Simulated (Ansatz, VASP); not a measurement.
**C in VASP and in Ansatz**

```
CELL_PARAMETERS angstrom
2.56012 0.00000 0.00000
-1.28006 2.21713 0.00000
0.00000 0.00000 8.44338
ATOMIC_POSITIONS crystal
C 0.99450 0.98899 0.09297
C 0.99450 0.98899 0.59297
C 0.99450 0.98899 0.40703
C 0.99450 0.98899 0.90703
C 0.33884 0.67767 0.15553
C 0.67217 0.34434 0.65553
C 0.33884 0.67767 0.34447
C 0.67217 0.34434 0.84447
```

Change from the starting cell: mode 14 frozen in at -0.024 Å, equal normal strain along x, y and z +0.0167.

Alike in both runs: task single point; functional PBE; k mesh 12 × 12 × 4; occupations gaussian, width 0.05 eV; no spin polarisation.

|  | VASP | Ansatz |
| --- | --- | --- |
| version | VASP 6.6.1 | Ansatz 0.2.0 |
| potentials or method | VASP PAW PBE potentials, release 64 (C), cutoff 520 eV | scalar-relativistic, plane waves, PAW |
| valence electrons in the cell | 32 | 32 |

VASP gave:

```
gap on the k mesh at the Fermi level (eV)                     : 4.12
least direct gap on the mesh (eV)                             : 4.77
pressure (GPa)                                                : -18.4
traceless stress, the component that is largest in VASP (GPa) : 0.63
rms of the force components (eV/Å)                            : 0.788
```

Problem. Estimate Ansatz's values.

Solution. gap on the k mesh at the Fermi level (eV): 4.13; least direct gap on the mesh (eV): 4.77; pressure (GPa): -18.8; traceless stress, the component that is largest in VASP (GPa): 0.61; rms of the force components (eV/Å): 0.781.

Atom by atom the forces differ by 0.007 eV/Å (rms over components).
